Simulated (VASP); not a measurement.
A run of VASP 6.6.1 is set up as follows.

INCAR

```
SYSTEM = PtS2
PREC = Accurate
ENCUT = 600
EDIFF = 1E-7
ISMEAR = -1
SIGMA = 0.05
LREAL = .FALSE.
LASPH = .TRUE.
NELM = 100
ALGO = Normal
ISIF = 3
LWAVE = .FALSE.
LCHARG = .FALSE.
GGA = PE
IBRION = 2
NSW = 60
EDIFFG = -0.01
PSTRESS = 20.0
```

Contents of KPOINTS:

```
Automatic mesh
0
G
  9 9 5
  0 0 0
```

File POSCAR:

```
PtS2
1.0
    3.5432000000      0.0000000000      0.0000000000
   -1.7716000000      3.0685012107      0.0000000000
    0.0000000000      0.0000000000      5.0388000000
Pt S
1 2
Direct
    0.0000000000      0.0000000000      0.0000000000
    0.6666666667      0.3333333333      0.7730000000
    0.3333333333      0.6666666667      0.2270000000
```

Potentials or basis: VASP PAW PBE potentials, release 64 (Pt, S).

Run with:

```sh
$ cat potpaw_PBE.64/Pt/POTCAR potpaw_PBE.64/S/POTCAR > POTCAR
$ mpirun -np 1 vasp_std > vasp.out
```

**Question.** Predict the relaxed volume.

**Answer.** 18.80 Å³/atom.

**Question.** Estimate the relaxed cell.

**Answer.** a = 3.577 Å, b = 3.577 Å, c = 5.092 Å, α = 90.00°, β = 90.00°, γ = 120.00°.

**Question.** Estimate the space group after relaxing (to 0.05 Å).

**Answer.** P-3m1 (No. 164).

**Question.** Predict the band gap on the k mesh.

**Answer.** 0.81 eV, indirect (least direct gap 1.03 eV).

Step by step:
```tsv
step	energy change (eV)	largest force (eV/Å)	pressure (GPa)	volume (Å³)
1	0.0000	1.2127	11.13	54.78
2	0.0952	1.1620	-10.50	63.46
3	-0.1386	0.1857	1.27	57.72
4	-0.1374	0.2167	1.56	57.62
5	-0.1367	0.2342	1.72	57.56
6	-0.1415	0.1386	1.90	57.35
7	-0.1415	0.0318	2.08	57.11
8	-0.1414	0.0278	2.09	57.10
9	-0.1425	0.0114	1.72	57.19
10	-0.1420	0.0084	1.90	57.15
11	-0.1414	0.0088	1.91	57.09
12	-0.1396	0.0104	1.95	56.93
13	-0.1358	0.0137	2.02	56.61
14	-0.1274	0.0217	2.18	55.96
15	-0.1333	0.0171	2.08	56.41
16	-0.1334	0.0264	1.72	56.42
17	-0.1334	0.0062	1.99	56.41
```

Caveat: the cell is relaxed towards a set pressure, so the enthalpy falls and the energy may rise; spin-orbit coupling is left out, which moves the levels of the heavy elements. Zero-point motion and thermal expansion aren't in these numbers.
